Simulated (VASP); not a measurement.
# RbBr: single point with PBE

RbBr:

```
Rb Br
1.0
     4.45616    0.00000    0.00000
     0.00000    4.45616    0.00000
     0.00000    0.00000    3.96103
Rb Br
1 1
Direct
  0.00000 0.00000 0.00000
  0.50000 0.50000 0.50000
```

This cell differs from its parent crystal: strain +0.080 along x and y, -0.040 along z.

```json
{"Program": "VASP 6.6.1", "Task": "single point", "Functional": "PBE", "Potentials or basis": "VASP PAW PBE potentials, release 64 (Rb_sv, Br)", "Cutoff": "520 eV", "k mesh": "6 × 6 × 6", "Occupations": "gaussian, width 0.05 eV", "Spin": "no spin polarisation", "Dipole correction": "no", "Further INCAR settings": "ALGO = Normal; EDIFF = 1e-06; NBANDS = 15"}
```

- Pressure: -0.7 GPa
- Band gap on the k mesh: 3.27 eV, indirect (least direct gap 3.37 eV)

Stress tensor (GPa, compression positive):
```
-1.77  0.00  0.00
 0.00 -1.77  0.00
 0.00  0.00  1.44
```

Levels at points of the mesh, in eV from the valence-band top:
```csv
k point,band 4,band 5,band 6,band 7,band 8,band 9,band 10,band 11,band 12,band 13
"(0.00, 0.00, 0.00)",-9.76,-9.69,-0.67,-0.67,-0.10,3.27,5.08,5.53,8.61,9.57
"(0.50, 0.00, 0.00)",-9.73,-9.67,-1.81,-0.76,-0.12,5.95,6.11,6.75,8.52,9.15
"(0.50, 0.50, 0.00)",-9.91,-9.66,-1.29,-1.29,0.00,4.59,6.20,8.22,8.22,9.32
"(0.00, 0.00, 0.50)",-9.70,-9.70,-1.84,-0.63,-0.63,6.31,6.63,6.99,8.21,8.41
"(0.50, 0.00, 0.50)",-9.87,-9.68,-1.41,-1.16,-0.47,4.99,5.45,6.94,7.33,9.47
"(0.50, 0.50, 0.50)",-9.83,-9.83,-1.56,-1.37,-1.37,7.37,7.37,7.72,7.97,7.97
```

It took 17 s on 1 thread of AMD EPYC 9R45 96-Core Processor (Zen 5) (shared host), peak memory 0.18 GiB.

Caveat: the cell differs from its parent crystal (strain +0.080 along x and y, -0.040 along z). A k mesh can miss the band edges.
